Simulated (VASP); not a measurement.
# AgH16O8F in VASP: a series of runs, part 2 of 2

VASP 6.6.1. Earlier steps stand in the parts before.

### 4 Single point, PBE+D3(BJ)

INCAR reads:

```
ALGO     = Normal         # electronic algorithm
EDIFF    = 1E-6           # SCF threshold, eV
ENCUT    = 520            # plane-wave cutoff, eV
GGA      = PE             # functional
GGA_COMPAT= F            
ISIF     = 2              # what is computed and relaxed
ISMEAR   = -1             # smearing method
IVDW     = 12             # dispersion correction
LASPH    = T              # aspherical terms in the spheres
LCHARG   = F              # write CHGCAR
LREAL    = F              # projectors in reciprocal space
LWAVE    = F              # write WAVECAR
NBANDS   = 60             # bands
NELM     = 120            # most SCF steps
PREC     = Accurate       # precision mode
SIGMA    = 0.02           # smearing width, eV
```

KPOINTS reads:

```
k-points
0
Gamma
  1 1 1
```

POSCAR reads:

```
AgH16O8F
1.0
    7.1738770000      0.0000000000      0.0000000000
    0.0000000000      7.1738770000      0.0000000000
    0.0000000000      0.0000000000      7.1738770000
O H Ag F
8 16 1 1
Direct
    0.1048665875      0.6481432564      0.6546808650
    0.4122596470      0.6625287833      0.3390774612
    0.3657994136      0.2148489582      0.7632274710
    0.9016045299      0.8424872632      0.1084769087
    0.4037008162      0.8714116509      0.9988601700
    0.7159308697      0.8430587812      0.5325851001
    1.0228639270      0.3387986719     -0.0260249792
    0.4581483625      0.2738407698      0.2520394481
    0.1698244896      0.6239582864      0.5401542290
   -0.0249237616      0.6962204677      0.6218673668
    0.3882419506      0.7347491461      0.2275756888
    0.4517780274      0.5386627064      0.2882681150
    0.3939431914      0.2051749702      0.6347056132
    0.4844660704      0.2080604393      0.8244635362
    0.7859906157      0.9235034278      0.0954853282
    0.9027893843      0.8068440538      0.2382672577
    0.5161086537      0.9612236173      0.9886704219
    0.4367373458      0.7744487395      0.9027754449
    0.6585978544      0.9627987767      0.5012631245
    0.6211006963      0.7551983398      0.5006916065
    1.0644314086      0.4266591133     -0.1251624470
    0.8867868797      0.3411126229     -0.0270425601
    0.3318846978      0.2673171006      0.2119634892
    0.5354566297      0.2296387295      0.1412904068
    0.1399940367      0.0377898868      0.9536405489
    0.6544438941      0.1070272044     -0.0062170009
```

Potentials or basis: VASP PAW PBE potentials, release 64 (O, H, Ag, F).

Started as:

```console
$ cat potpaw_PBE.64/O/POTCAR potpaw_PBE.64/H/POTCAR potpaw_PBE.64/Ag/POTCAR potpaw_PBE.64/F/POTCAR > POTCAR
$ mpirun -np 1 vasp_gam > vasp.out
```

OUTCAR:

```text
EDIFF = 1E-6
   ENCUT = 520
   GGA = PE
   ISIF = 2
   ISMEAR = -1
   IVDW = 12
   LASPH = T
   LREAL = F
   NELM = 120
   PREC = Accurate
 IVDW          = 12

 ion  position               nearest neighbor table
   1  0.105  0.648  0.655-   9 0.96  10 1.02
   2  0.412  0.663  0.339-  11 0.97  12 1.00
   3  0.366  0.215  0.763-  13 0.95  14 0.96  25 2.47
[... 304 lines left out ...]
  -------------------------------------------------------------------------------------
  Total      -1.40310    -2.35842    -0.08430     1.92036     0.08423     1.60160
  in kB      -6.08886   -10.23458    -0.36582     8.33357     0.36551     6.95029
  external pressure =       -5.56 kB  Pullay stress =        0.00 kB

 VOLUME and BASIS-vectors are now :
 -----------------------------------------------------------------------------
  energy-cutoff  :      520.00
  volume of cell :      369.20
      direct lattice vectors                 reciprocal lattice vectors
     7.173877000  0.000000000  0.000000000     0.139394640  0.000000000  0.000000000
     0.000000000  7.173877000  0.000000000     0.000000000  0.139394640  0.000000000
     0.000000000  0.000000000  7.173877000     0.000000000  0.000000000  0.139394640

 POSITION                                       TOTAL-FORCE (eV/Angst)
 -----------------------------------------------------------------------------------
      0.75230      4.64970      4.69660        -2.112924      0.508390      0.768986
      2.95750      4.75290      2.43250         0.227249     -1.159536      0.420369
      2.62420      1.54130      5.47530        -0.980553      0.511892      0.439154
      6.46800      6.04390      0.77820        -1.003300      0.744195     -0.492609
      2.89610      6.25140      7.16570         1.003672     -1.487368     -1.010646
      5.13600      6.04800      3.82070         0.955489      0.965559      0.352853
[... 18 lines left out ...]
      1.00430      0.27110      6.84130        -0.440284     -0.146461      0.043402
      4.69490      0.76780      7.12928         0.125658      0.343009     -0.021409
 -----------------------------------------------------------------------------------
    total drift:                                0.000522      0.001256      0.002353

  FREE ENERGIE OF THE ION-ELECTRON SYSTEM (eV)
  ---------------------------------------------------
  free  energy   TOTEN  =      -123.7135748132 eV

  energy  without entropy=     -123.7135748132  energy(sigma->0) =     -123.71357481
```

OSZICAR:

```text
N       E                     dE             d eps       ncg     rms          rms(c)
DAV:   1     0.715063410103E+03    0.71506E+03   -0.43609E+04   120   0.124E+03
DAV:   2    -0.550219318856E+02   -0.77009E+03   -0.73123E+03   164   0.302E+02
DAV:   3    -0.135323411551E+03   -0.80301E+02   -0.79799E+02   152   0.105E+02
DAV:   4    -0.136675694348E+03   -0.13523E+01   -0.13494E+01   144   0.152E+01
DAV:   5    -0.136696389095E+03   -0.20695E-01   -0.20679E-01   152   0.182E+00    0.224E+01
DAV:   6    -0.123311679381E+03    0.13385E+02   -0.45430E+01   144   0.270E+01    0.898E+00
DAV:   7    -0.123066267988E+03    0.24541E+00   -0.19102E+00   144   0.523E+00    0.582E+00
DAV:   8    -0.122853893135E+03    0.21237E+00   -0.53523E-01   152   0.367E+00    0.889E-01
DAV:   9    -0.122839948145E+03    0.13945E-01   -0.66445E-02   136   0.127E+00    0.393E-01
DAV:  10    -0.122848147362E+03   -0.81992E-02   -0.28587E-02   128   0.775E-01    0.273E-01
DAV:  11    -0.122848209423E+03   -0.62061E-04   -0.47005E-03   144   0.405E-01    0.105E-01
DAV:  12    -0.122849238354E+03   -0.10289E-02   -0.22514E-03   120   0.254E-01    0.496E-02
DAV:  13    -0.122849275882E+03   -0.37528E-04   -0.28789E-04   136   0.111E-01    0.271E-02
DAV:  14    -0.122849227074E+03    0.48808E-04   -0.10178E-04   124   0.515E-02    0.194E-02
DAV:  15    -0.122849206266E+03    0.20808E-04   -0.25921E-05   136   0.285E-02    0.583E-03
DAV:  16    -0.122849204828E+03    0.14376E-05   -0.11685E-05   124   0.160E-02    0.603E-03
DAV:  17    -0.122849203975E+03    0.85338E-06   -0.15697E-06   112   0.758E-03
   1 F= -.12371357E+03 E0= -.12371357E+03  d E =-.154277E-11
```

stdout:

```text
POSCAR found type information on POSCAR O H AgF
 POSCAR found :  4 types and      26 ions
 scaLAPACK will be used
 -----------------------------------------------------------------------------
|                                                                             |
|                                                                             |
|     You have a (more or less) 'large supercell' and for larger cells it     |
|     might be more efficient to use real-space projection operators.         |
|     Therefore, try LREAL= Auto in the INCAR file.                           |
|     Mind: For very accurate calculation, you might also keep the            |
|     reciprocal projection scheme (i.e. LREAL=.FALSE.).                      |
|                                                                             |
 -----------------------------------------------------------------------------

 LDA part: xc-table for (Slater+PW92), standard interpolation
 POSCAR, INCAR and KPOINTS ok, starting setup
 FFT: planning ... GRIDC
 FFT: planning ... GRID_SOFT
 FFT: planning ... GRID
 WAVECAR not read
 entering main loop
```

Run time: 94 s. Hardware: 1 thread of Intel Xeon 8259CL, shared host; peak memory 0.39 GiB.

Results:

| Quantity | Value |
| --- | --- |
| Free energy | -123.7136 eV |
| Pressure | -0.6 GPa |
| Largest force | 2.305 eV/Å |
| Dispersion energy per atom | -0.033 eV |

Forces on the atoms (eV/Å):
```
O   -2.113  0.508  0.769
O    0.227 -1.160  0.420
O   -0.981  0.512  0.439
O   -1.003  0.744 -0.493
O    1.004 -1.487 -1.011
O    0.955  0.966  0.353
O    0.093  0.529 -0.416
O    1.458  0.239 -0.077
H    0.441  0.021 -0.855
H    1.685 -0.449  0.226
H   -0.004  0.632 -0.610
H   -0.254  0.289  0.468
H    0.094 -0.051 -1.504
H    1.080 -0.282  0.712
H    1.105 -0.386 -0.108
H    0.039 -0.048  0.473
H   -0.364  0.051  0.235
H   -0.710  0.912  0.893
H    0.257 -0.213  0.083
H   -1.133 -0.866 -0.651
H   -0.171 -0.336  0.320
H    0.056 -0.133  0.004
H   -1.155 -0.086 -0.404
H   -0.292 -0.102  0.712
Ag  -0.440 -0.146  0.043
F    0.126  0.343 -0.021
```

Levels at points of the mesh, in eV from the Fermi level:
```
           k point  band 38  band 39  band 40  band 41  band 42  band 43  band 44  band 45
(0.00, 0.00, 0.00)    -1.86    -1.78    -1.48    -0.55     2.04     4.60     4.99     5.13
```

Caveat: the k points lie up to 0.88 Å⁻¹ apart.

### 5 Summary

| cell | pressure (GPa) | largest force (eV/Å) |
| --- | --- | --- |
| as given, atomic positions A | -1.1 | 2.64 |
| as given, atomic positions B | -1.3 | 2.45 |
| as given, atomic positions C | -0.6 | 2.31 |

Alike in all rows: task single point; level PBE+D3(BJ); potentials or basis VASP PAW PBE potentials, release 64 (O, H, Ag, F); no spin polarisation; k mesh 1 × 1 × 1; cutoff (eV) 520; smearing fermi-dirac 0.02 eV.

Caveats: all runs use coarse meshes.

Total energies depend on the potentials used, so only differences within one code and one set of settings carry meaning.
